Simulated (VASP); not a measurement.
# BeS5 (P4/mmm) in VASP: further runs, part 2 of 2

VASP 6.6.1. Earlier steps stand in the parts before.

### Step 3. Relaxation of cell and atoms, PBE

This run uses another cell than the first one, of 24.98 Å³/atom.

The input, INCAR:

```
PREC = Accurate ; ENCUT = 600
EDIFF = 1E-6 ; ISMEAR = 0
SIGMA = 0.1 ; LREAL = False
LASPH = True ; NELM = 60
ALGO = Normal ; ISIF = 3
LWAVE = False ; LCHARG = False
GGA = PE ; IBRION = 2
NSW = 90 ; EDIFFG = -0.04
```

The input, KPOINTS:

```
regular mesh
0
Gamma
  4 4 4
```

The input, POSCAR:

```
BeS5
1.0
    6.0718975300      0.0000000000      0.0000000000
    0.0000000000      6.0718975300      0.0000000000
    0.0000000000      0.0000000000      4.0649213000
Be S
1 5
Direct
    0.0000000000      0.0000000000      0.5000000000
    0.8471367500      0.5000000000      0.0000000000
    0.1528632500      0.5000000000      0.0000000000
    0.5000000000      0.1528632500      0.0000000000
    0.5000000000      0.8471367500      0.0000000000
    0.5000000000      0.5000000000      0.5000000000
```

Potentials or basis: VASP PAW PBE potentials, release 64 (Be, S).

Started as:

```
$ cat potpaw_PBE.64/Be/POTCAR potpaw_PBE.64/S/POTCAR > POTCAR
$ mpirun -np 1 vasp_std > vasp.out
```

OUTCAR:

```text
PREC = Accurate
   ENCUT = 600
   EDIFF = 1E-6
   ISMEAR = 0
   LREAL = False
   LASPH = True
   NELM = 60
   ISIF = 3
   GGA = PE
   IBRION = 2
   NSW = 90
   EDIFFG = -0.04

 ion  position               nearest neighbor table
   1  0.000  0.000  0.500-
   2  0.847  0.500  0.000-   3 1.86
   3  0.153  0.500  0.000-   2 1.86
   4  0.500  0.153  0.000-   5 1.86
   5  0.500  0.847  0.000-   4 1.86
   6  0.500  0.500  0.500-

  LATTYP: Found a simple tetragonal cell.
 ALAT       =     6.0718975300
 C/A-ratio  =     0.6694647398

  Lattice vectors:

 A1 = (   6.0718975300,   0.0000000000,   0.0000000000)
 A2 = (   0.0000000000,   6.0718975300,   0.0000000000)
 A3 = (   0.0000000000,   0.0000000000,   4.0649213000)

Analysis of symmetry for initial positions (statically):
=====================================================================
 Subroutine PRICEL returns:
 Original cell was already a primitive cell.

 Routine SETGRP: Setting up the symmetry group for a
 simple tetragonal supercell.

 Subroutine GETGRP returns: Found 16 space group operations
 (whereof 16 operations were pure point group operations)
 out of a pool of 16 trial point group operations.

The static configuration has the point symmetry D_4h.

Analysis of symmetry for dynamics (positions and initial velocities):
=====================================================================
 Subroutine PRICEL returns:
 Original cell was already a primitive cell.

 Routine SETGRP: Setting up the symmetry group for a
 simple tetragonal supercell.

 Subroutine GETGRP returns: Found 16 space group operations
 (whereof 16 operations were pure point group operations)
 out of a pool of 16 trial point group operations.

The dynamic configuration has the point symmetry D_4h.

 Subroutine INISYM returns: Found 16 space group operations
 (whereof 16 operations are pure point group operations),
 and found     1 'primitive' translations

----------------------------------------------------------------------------------------

                                     Primitive cell

  volume of cell :     149.8653

  direct lattice vectors                    reciprocal lattice vectors
     6.071897530  0.000000000  0.000000000     0.164693161  0.000000000  0.000000000
     0.000000000  6.071897530  0.000000000     0.000000000  0.164693161  0.000000000
     0.000000000  0.000000000  4.064921300     0.000000000  0.000000000  0.246007223

  length of vectors
     6.071897530  6.071897530  4.064921300     0.164693161  0.164693161  0.246007223

  position of ions in fractional coordinates (direct lattice)
     0.000000000  0.000000000  0.500000000
     0.847136750  0.500000000  0.000000000
     0.152863250  0.500000000  0.000000000
     0.500000000  0.152863250  0.000000000
     0.500000000  0.847136750  0.000000000
     0.500000000  0.500000000  0.500000000

  ion indices of the primitive-cell ions
   primitive index   ion index
                 1           1
                 2           2
                 3           3
                 4           4
                 5           5
                 6           6

[... 28 lines left out ...]
  0.000000  0.000000  0.000000      1.000000
  0.250000  0.000000  0.000000      4.000000
  0.500000  0.000000  0.000000      2.000000
  0.250000  0.250000  0.000000      4.000000
  0.500000  0.250000  0.000000      4.000000
  0.500000  0.500000  0.000000      1.000000
[... 10 lines left out ...]
  0.500000  0.250000  0.500000      4.000000
  0.500000  0.500000  0.500000      1.000000
   k-points           NKPTS =     18   k-points in BZ     NKDIM =     18   number of bands    NBANDS=     20
   number of dos      NEDOS =    301   number of ions     NIONS =      6
   total plane-waves  NPLWV =  80000
   dimension x,y,z NGX =    50 NGY =   50 NGZ =   32
   dimension x,y,z NGXF=   100 NGYF=  100 NGZF=   64
   ions per type =               1   5
   NGX,Y,Z   is equivalent  to a cutoff of  13.69, 13.69, 13.09 a.u.
   NGXF,Y,Z  is equivalent  to a cutoff of  27.38, 27.38, 26.17 a.u.
 SYSTEM =  unknown system
   PREC   = accura    normal or accurate (medium, high low for compatibility)
   ISTART =      0    job   : 0-new  1-cont  2-samecut
   ICHARG =      2    charge: 1-file 2-atom 10-const
   ISPIN  =      1    spin polarized calculation?
   LNONCOLLINEAR =      F non collinear calculations
   LSORBIT =      F    spin-orbit coupling
   LASPH  =      T    aspherical Exc in radial PAW
   ENCUT  =  600.0 eV  44.10 Ry    6.64 a.u.  12.13 12.13  8.12*2*pi/ulx,y,z
   NELM   =     60;   NELMIN=  2; NELMDL= -5     # of ELM steps
   EDIFF  = 0.1E-05   stopping-criterion for ELM
   LREAL  =      F    real-space projection
   EDIFFG = -.4E-01   stopping-criterion for IOM
   NSW    =     90    number of steps for IOM
   IBRION =      2    ionic relax: 0-MD 1-quasi-New 2-CG
   NFREE  =      1    steps in history (QN), initial steepest desc. (CG)
   ISIF   =      3    stress and relaxation
   ISYM   =      2    0-nonsym 1-usesym 2-fastsym
   POTIM  = 0.5000    time-step for ionic-motion
   TEBEG  =    0.0;   TEEND  =   0.0 temperature during run
   PSTRESS=    0.0 pullay stress
   NELECT =      32.0000    total number of electrons
   NUPDOWN=      -1.0000    fix difference up-down
   EMIN   =  10.00;   EMAX   =-10.00  energy-range for DOS
   EFERMI =   0.00;   METHOD = LEGACY
   ISMEAR =     0;   SIGMA  =   0.10  broadening in eV -4-tet -1-fermi 0-gaus
   EFERMI_NEDOS =   21; number of points for ismear=-14 and -15
   IALGO  =     38    algorithm
   IMIX   =      4    mixing-type and parameters
     AMIX     =   0.40;   BMIX     =  1.00
     AMIX_MAG =   1.60;   BMIX_MAG =  1.00
  volume/ion in A,a.u.               =      24.98       168.56
  Fermi-wavevector in a.u.,A,eV,Ry     =   0.978493  1.849084 13.026884  0.957449
  Thomas-Fermi vector in A             =   2.109273
   LORBIT       =      0    0 simple, 1 ext, 2 COOP (PROOUT), +10 PAW based schemes
   GGA     = PE    functional components
   LHFCALC =     F    Hartree Fock is set to
   AEXX    =    0.0000 exact exchange contribution
   IVDW    =     0    specifies the selected vdW correction
   LEPSILON=     F    determine dielectric tensor
   LRPA    =     F    only Hartree local field effects (RPA)
 conjugate gradient relaxation of ions
 non-spin polarized calculation
 Gauss-broadening in eV      SIGMA  =   0.10
  energy-cutoff  :      600.00
  volume of cell :      149.87
 maximum number of plane-waves:      5040
 NGX is ok and might be reduce to    50
   NGX = 25   NGY = 25   NGZ = 17

--------------------------------------- Ionic step        1  -------------------------------------------

 number of electron      31.9999995 magnetization

 Free energy of the ion-electron system (eV)
  ---------------------------------------------------
  ext. energy  EPLUGINS =         0.00000000
  ---------------------------------------------------
  free energy    TOTEN  =       -17.62946335 eV

  energy without entropy =      -17.59431212  energy(sigma->0) =      -17.61188773

------------------------ aborting loop because EDIFF is reached ----------------------------------------

  FORCE on cell =-STRESS in cart. coord.  units (eV):
  Direction    XX          YY          ZZ          XY          YZ          ZX
  --------------------------------------------------------------------------------------
  -------------------------------------------------------------------------------------
  Total        2.9718211      2.9718211     -0.2436536      0.0000000     -0.0000000      0.0000000
  in kB       31.7710988     31.7710988     -2.6048482      0.0000000     -0.0000000      0.0000000
  external PRESSURE =      20.3124498 kB  Pullay stress =       0.0000000 kB
[... 101 lines left out ...]
  FREE ENERGIE OF THE ION-ELECTRON SYSTEM (eV)
  ---------------------------------------------------
  free  energy   TOTEN  =       -17.7284999258 eV

  energy  without entropy=      -17.6914394608  energy(sigma->0) =      -17.70996969

[... ionic steps 4 to 20 ...]

--------------------------------------- Ionic step       21  -------------------------------------------

 number of electron      31.9999990 magnetization

------------------------ aborting loop because EDIFF is reached ----------------------------------------
[... 75 lines left out ...]
--------------------------------------- Ionic step       23  -------------------------------------------

 number of electron      31.9999994 magnetization

 Free energy of the ion-electron system (eV)
  ---------------------------------------------------
  ext. energy  EPLUGINS =         0.00000000
  ---------------------------------------------------
  free energy    TOTEN  =       -17.85364372 eV

  energy without entropy =      -17.81436067  energy(sigma->0) =      -17.83400219

 E-fermi :   2.9362     XC(G=0):  -8.6503

 val. band max:        2.9298423239   @ k =   0.5000   0.5000   0.2500
 cond. band min:       2.9701271839   @ k =   0.2500   0.0000   0.5000
 fundamental gap:      0.0402848600
 Fermi energy:         2.9361706995

 k-point     1 :       0.0000    0.0000    0.0000
  band No.  band energies     occupation
      1     -13.3061      2.00000
      2     -13.0040      2.00000
      3      -9.7792      2.00000
      4      -8.3084      2.00000
      5      -8.3084      2.00000
      6      -1.6875      2.00000
[... 436 lines left out ...]
  FREE ENERGIE OF THE ION-ELECTRON SYSTEM (eV)
  ---------------------------------------------------
  free  energy   TOTEN  =       -17.8536437191 eV

  energy  without entropy=      -17.8143606703  energy(sigma->0) =      -17.83400219

 reached required accuracy - stopping structural energy minimisation
```

OSZICAR:

```text
N       E                     dE             d eps       ncg     rms          rms(c)
DAV:   1     0.196090572935E+03    0.19609E+03   -0.14270E+04   720   0.150E+03
DAV:   2     0.181274737359E+01   -0.19428E+03   -0.18532E+03   976   0.232E+02
DAV:   3    -0.175248345646E+02   -0.19338E+02   -0.18518E+02   896   0.832E+01
[... 242 lines left out ...]
DAV:   4    -0.178536266902E+02    0.17469E-02   -0.29359E-03   816   0.320E-01    0.646E-02
DAV:   5    -0.178536367619E+02   -0.10072E-04   -0.32783E-04   780   0.109E-01    0.466E-02
DAV:   6    -0.178536408053E+02   -0.40434E-05   -0.23998E-05   900   0.296E-02    0.223E-02
DAV:   7    -0.178536439076E+02   -0.31023E-05   -0.64455E-06   720   0.167E-02    0.525E-03
DAV:   8    -0.178536437191E+02    0.18848E-06   -0.56193E-07   360   0.538E-03
  23 F= -.17853644E+02 E0= -.17834002E+02  d E =-.746262E-02
```

CONTCAR:

```text
BeS5
   1.00000000000000
     6.8925069940947541    0.0000000000000000    0.0000000000000000
     0.0000000000000000    6.8925069940947541   -0.0000000000000003
     0.0000000000000000   -0.0000000000000003    2.9530006831802509
  Be              S
     1     5
Direct
     0.0000000000000000    0.0000000000000000    0.5000000000000000
     0.8601950958669117    0.5000000000000000    0.0000000000000000
     0.1398049041330882    0.5000000000000000    0.0000000000000000
     0.5000000000000000    0.1398049041330882    0.0000000000000000
     0.5000000000000000    0.8601950958669117    0.0000000000000000
     0.5000000000000000    0.5000000000000000    0.5000000000000000

  0.00000000E+00  0.00000000E+00  0.00000000E+00
  0.00000000E+00  0.00000000E+00  0.00000000E+00
  0.00000000E+00  0.00000000E+00  0.00000000E+00
  0.00000000E+00  0.00000000E+00  0.00000000E+00
  0.00000000E+00  0.00000000E+00  0.00000000E+00
  0.00000000E+00  0.00000000E+00  0.00000000E+00
```

Wall time 21 min (1 thread of Intel Xeon 8259CL, shared host); peak memory 0.3 GiB.

What came out:

- Free energy: -17.8536 eV
- Relaxed volume: 23.38 Å³/atom
- Relaxed cell: a = 6.893 Å, b = 6.893 Å, c = 2.953 Å, α = 90.00°, β = 90.00°, γ = 90.00°
- Space group after relaxing (to 0.1 Å): P4/mmm (No. 123)
- Energy gained by relaxing: 37.4 meV/atom
- Ionic steps: 23
- Pressure after relaxing: 0.1 GPa
- Largest force after relaxing: 0.024 eV/Å
- Band gap on the k mesh: zero (bands 16 and 17 overlap by 0.45 eV)

Forces on the atoms (eV/Å):
```
Be   0.000  0.000  0.000
S   -0.024  0.000  0.000
S    0.024  0.000  0.000
S    0.000  0.024  0.000
S    0.000 -0.024  0.000
S    0.000  0.000  0.000
```

Stress tensor (GPa, compression positive):
```
 0.10  0.00  0.00
 0.00  0.10  0.00
 0.00  0.00 -0.01
```

Step by step:
```tsv
step	energy change (eV)	largest force (eV/Å)	pressure (GPa)	volume (Å³)
1	0.0000	1.6422	2.03	149.87
2	0.2099	1.7409	-3.84	156.81
3	-0.0990	0.0289	-0.51	152.08
4	-0.0992	0.0220	-0.43	151.99
5	-0.0993	0.0470	-0.39	151.95
6	-0.1026	0.0402	-0.26	150.79
7	-0.1068	0.0205	0.16	147.44
8	-0.1078	0.1588	-0.12	147.33
9	-0.1078	0.1228	-0.06	147.36
10	-0.1090	0.1247	-0.07	147.24
11	-0.1127	0.1300	-0.08	146.90
12	-0.1222	0.1527	-0.10	146.19
13	-0.1600	0.2671	-0.17	144.61
14	-0.2915	0.2221	-0.30	140.86
15	-0.1580	0.1644	1.45	130.88
16	-0.1527	0.2027	1.75	129.78
17	-0.1564	0.1940	1.57	130.42
18	-0.2034	0.3552	-0.05	136.92
19	-0.2069	0.3982	-0.57	139.35
20	-0.1943	0.7284	0.71	141.44
21	-0.2167	0.0163	-0.07	140.22
22	-0.2218	0.0184	-0.02	140.26
23	-0.2242	0.0236	0.07	140.29
```

Final structure:
```yaml
crystal:
  lattice:
    - [6.89251, 0.00000, 0.00000]
    - [0.00000, 6.89251, 0.00000]
    - [0.00000, 0.00000, 2.95300]
  atoms:
    - { symbol: Be, position: [0.00000, 0.00000, 0.50000] }
    - { symbol: S, position: [0.86020, 0.50000, 0.00000] }
    - { symbol: S, position: [0.13980, 0.50000, 0.00000] }
    - { symbol: S, position: [0.50000, 0.13980, 0.00000] }
    - { symbol: S, position: [0.50000, 0.86020, 0.00000] }
    - { symbol: S, position: [0.50000, 0.50000, 0.50000] }
```

Caveat: the k points lie up to 0.53 Å⁻¹ apart in the final cell; semilocal functionals underestimate gaps, so a narrow gap can read as zero; a cell axis changed by over 15 % at a fixed basis, so the end point is rough.

### Step 4. Relaxation of cell and atoms, PBE

This run uses another cell than the first one, of 23.00 Å³/atom.

The input, INCAR:

```
SYSTEM = BeS5
ALGO = Normal
EDIFF = 1E-6
EDIFFG = -0.04
ENCUT = 600
GGA = PE
IBRION = 2
ISIF = 3
ISMEAR = 0
LASPH = .True.
LCHARG = .False.
LREAL = .False.
LWAVE = .False.
NELM = 60
NSW = 90
PREC = Accurate
SIGMA = 0.1
```

The input, KPOINTS:

```
k-points
0
Gamma
  4 4 6
  0 0 0
```

The input, POSCAR:

```
BeS5
1.0
    6.4451613151      0.0000000000      0.0000000000
    0.0000000000      6.4451613151      0.0000000000
    0.0000000000      0.0000000000      3.3221884696
Be S
1 5
Direct
    0.0000000000      0.0000000000      0.5000000000
    0.8489571554      0.5000000000      0.0000000000
    0.1510428446      0.5000000000      0.0000000000
    0.5000000000      0.1510428446      0.0000000000
    0.5000000000      0.8489571554      0.0000000000
    0.5000000000      0.5000000000      0.5000000000
```

Potentials or basis: VASP PAW PBE potentials, release 64 (Be, S).

Started as:

```
$ cat potpaw_PBE.64/Be/POTCAR potpaw_PBE.64/S/POTCAR > POTCAR
$ mpirun -np 1 vasp_std > vasp.out
```

OUTCAR:

```text
SYSTEM = BeS5
   EDIFF = 1E-6
   EDIFFG = -0.04
   ENCUT = 600
   GGA = PE
   IBRION = 2
   ISIF = 3
   ISMEAR = 0
   LASPH = .True.
   LREAL = .False.
   NELM = 60
   NSW = 90
   PREC = Accurate

 ion  position               nearest neighbor table
   1  0.000  0.000  0.500-
   2  0.849  0.500  0.000-   3 1.95
   3  0.151  0.500  0.000-   2 1.95
   4  0.500  0.151  0.000-   5 1.95
   5  0.500  0.849  0.000-   4 1.95
   6  0.500  0.500  0.500-

  LATTYP: Found a simple tetragonal cell.
 ALAT       =     6.4451613151
 C/A-ratio  =     0.5154546655

  Lattice vectors:

 A1 = (   6.4451613151,   0.0000000000,   0.0000000000)
 A2 = (   0.0000000000,   6.4451613151,   0.0000000000)
[... 190 lines left out ...]
  Direction    XX          YY          ZZ          XY          YZ          ZX
  --------------------------------------------------------------------------------------
  -------------------------------------------------------------------------------------
  Total       -0.1118434     -0.1118434     -1.0162074      0.0000000      0.0000000      0.0000000
  in kB       -1.2984610     -1.2984610    -11.7978010      0.0000000      0.0000000      0.0000000
  external PRESSURE =      -4.7982410 kB  Pullay stress =       0.0000000 kB
[... 147 lines left out ...]
--------------------------------------- Ionic step        5  -------------------------------------------

 number of electron      31.9999999 magnetization

 Free energy of the ion-electron system (eV)
  ---------------------------------------------------
  ext. energy  EPLUGINS =         0.00000000
  ---------------------------------------------------
  free energy    TOTEN  =       -18.07604713 eV

  energy without entropy =      -18.05983788  energy(sigma->0) =      -18.06794251

 E-fermi :   3.1802     XC(G=0):  -8.8696

 val. band max:        3.1713397241   @ k =   0.5000   0.0000   0.3333
 cond. band min:       3.1936408580   @ k =   0.0000   0.0000   0.1667
 fundamental gap:      0.0223011339
 Fermi energy:         3.1802442300

 k-point     1 :       0.0000    0.0000    0.0000
  band No.  band energies     occupation
      1     -12.9683      2.00000
      2     -12.3327      2.00000
      3      -9.4439      2.00000
      4      -8.0200      2.00000
      5      -8.0200      2.00000
      6      -1.1588      2.00000
[... 574 lines left out ...]
  FREE ENERGIE OF THE ION-ELECTRON SYSTEM (eV)
  ---------------------------------------------------
  free  energy   TOTEN  =       -18.0760471271 eV

  energy  without entropy=      -18.0598378836  energy(sigma->0) =      -18.06794251

 reached required accuracy - stopping structural energy minimisation
```

CONTCAR:

```text
BeS5
   1.00000000000000
     6.4502071705154540    0.0000000000000000    0.0000000000000000
     0.0000000000000000    6.4502071705154540   -0.0000000000000000
     0.0000000000000000    0.0000000000000000    3.2349215395880249
  Be              S
     1     5
Direct
     0.0000000000000000    0.0000000000000000    0.5000000000000000
     0.8490021601142976    0.5000000000000000    0.0000000000000000
     0.1509978398857023    0.5000000000000000    0.0000000000000000
     0.5000000000000000    0.1509978398857023    1.0000000000000000
     0.5000000000000000    0.8490021601142976    0.0000000000000000
     0.5000000000000000    0.5000000000000000    0.5000000000000000

  0.00000000E+00  0.00000000E+00  0.00000000E+00
  0.00000000E+00  0.00000000E+00  0.00000000E+00
  0.00000000E+00  0.00000000E+00  0.00000000E+00
  0.00000000E+00  0.00000000E+00  0.00000000E+00
  0.00000000E+00  0.00000000E+00  0.00000000E+00
  0.00000000E+00  0.00000000E+00  0.00000000E+00
```

It took 6.1 min on 1 thread of Intel Xeon 8259CL, shared host; peak memory 0.31 GiB.

What came out:

```yaml
Free_energy: -18.0760 eV
Relaxed_volume: 22.43 Å³/atom
Relaxed_cell: a = 6.450 Å, b = 6.450 Å, c = 3.235 Å, α = 90.00°, β = 90.00°, γ = 90.00°
Space_group_after_relaxing_to_0.1_Å: P4/mmm (No. 123)
Energy_gained_by_relaxing: 2.3 meV/atom
Ionic_steps: 5
Pressure_after_relaxing: 0.1 GPa
Largest_force_after_relaxing: 0.023 eV/Å
Band_gap_on_the_k_mesh: zero (bands 16 and 17 overlap by 1.06 eV)
```

Forces in eV/Å, atoms in the order of the input:
```
Be   0.000  0.000  0.000
S    0.023  0.000  0.000
S   -0.023  0.000  0.000
S    0.000 -0.023  0.000
S    0.000  0.023  0.000
S    0.000  0.000  0.000
```

Step by step:
| step | energy change (eV) | largest force (eV/Å) | pressure (GPa) | volume (Å³) |
| --- | --- | --- | --- | --- |
| 1 | 0.0000 | 0.0520 | -0.48 | 138.00 |
| 2 | -0.0066 | 0.0926 | -0.04 | 136.63 |
| 3 | -0.0082 | 0.2054 | 0.31 | 135.59 |
| 4 | -0.0114 | 0.1221 | 0.24 | 135.23 |
| 5 | -0.0137 | 0.0229 | 0.12 | 134.59 |

Final structure:
```
Be S
1.0
     6.45021    0.00000    0.00000
     0.00000    6.45021    0.00000
     0.00000    0.00000    3.23492
Be S
1 5
Direct
  0.00000 0.00000 0.50000
  0.84900 0.50000 0.00000
  0.15100 0.50000 0.00000
  0.50000 0.15100 0.00000
  0.50000 0.84900 0.00000
  0.50000 0.50000 0.50000
```

### Step 5. Summary

| task | cell | k mesh | cutoff (eV) | gap on the mesh (eV) | pressure (GPa) | relaxed volume (Å³/atom) | largest force (eV/Å) |
| --- | --- | --- | --- | --- | --- | --- | --- |
| single point | a = 6.451, b = 6.451, c = 3.280 Å, 6 atoms | 6 × 6 × 12 | 520 | none | -0.3 | - | 0.18 |
| relaxation of cell and atoms | relaxed from a = 6.072, b = 6.072, c = 4.065 Å, 6 atoms | 4 × 4 × 4 | 600 | none | 0.1 | 23.38 | 0.02 |
| relaxation of cell and atoms | relaxed from a = 6.445, b = 6.445, c = 3.322 Å, 6 atoms | 4 × 4 × 6 | 600 | none | 0.1 | 22.43 | 0.02 |

Alike in all rows: level PBE; potentials or basis VASP PAW PBE potentials, release 64 (Be, S); no spin polarisation; smearing gaussian 0.1 eV.

Caveats: some runs use coarse meshes; semilocal functionals underestimate gaps, so a narrow gap can read as zero (at least some runs); a cell axis changed by over 15 % at a fixed basis, so the end point is rough (at least some runs).

Total energies depend on the potentials used, so only differences within one code and one set of settings carry meaning.
